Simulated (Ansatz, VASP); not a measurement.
**One calculation of C, two programs**

Contents of INCAR:

```
ALGO = Normal
EDIFF = 1E-6
ENCUT = 520
GGA = PS
ISIF = 2
ISMEAR = 0
LASPH = True
LCHARG = False
LREAL = False
LWAVE = False
NBANDS = 21
NELM = 80
PREC = Accurate
SIGMA = 0.05
```

File KPOINTS:

```
k-points
0
Gamma
  15 15 3
```

The input POSCAR:

```
C
1.0
   -2.4589102530      0.0000000000      0.0000000000
   -1.2294551265     -2.1294787447      0.0000000000
    0.0000000000      0.0000000000     10.7943044874
C
6
Direct
    0.6666666667      0.6666666667      0.4999729354
    1.0000000000      0.0000000000      0.1666396020
    0.3333333333      0.3333333333      0.8333062687
    0.6666666667      0.6666666667      0.1666937313
    1.0000000000      1.0000000000      0.8333603980
    0.3333333333      0.3333333333      0.5000270646
```

Input for Ansatz:

```yaml
crystal:
  lattice:
    - [-2.458910253, 0.0, 0.0]
    - [-1.2294551265, -2.1294787447, 0.0]
    - [0.0, 0.0, 10.7943044874]
  atoms:
    - { symbol: C, position: [0.6666666667, 0.6666666667, 0.4999729354] }
    - { symbol: C, position: [1.0, 0.0, 0.166639602] }
    - { symbol: C, position: [0.3333333333, 0.3333333333, 0.8333062687] }
    - { symbol: C, position: [0.6666666667, 0.6666666667, 0.1666937313] }
    - { symbol: C, position: [1.0, 1.0, 0.833360398] }
    - { symbol: C, position: [0.3333333333, 0.3333333333, 0.5000270646] }
basis:
  ecutwfc: 420
kpoints:
  mp_grid: { grid: [15, 15, 3] }
hamiltonian:
  xc: pbesol
scf:
  occupations: { method: gaussian, width: 0.05 }
output:
  forces: true
  stress: true
  eigenvalues: true
  write_density: true
  write_potential: true
  elf: true
  volumetric_format: npy
```

Alike in both runs: task single point; functional PBEsol; k mesh 15 × 15 × 3; occupations gaussian, width 0.05 eV; no spin polarisation.

|  | VASP | Ansatz |
| --- | --- | --- |
| version | VASP 6.6.1 | Ansatz 0.2.0 |
| potentials or method | VASP PAW PBE potentials, release 64 (C), cutoff 520 eV | scalar-relativistic, plane waves, PAW |
| valence electrons in the cell | 24 | 24 |

```csv
,VASP,Ansatz,Ansatz less VASP
gap on the k mesh at the Fermi level (eV),0.44,0.44,0.000
least direct gap on the mesh (eV),0.44,0.44,0.000
pressure (GPa),0.6,0.0,-0.63
"traceless stress, the component that is largest in VASP (GPa)",-0.71,-0.01,+0.700
```

VASP's potentials were made for PBE, not for PBEsol.
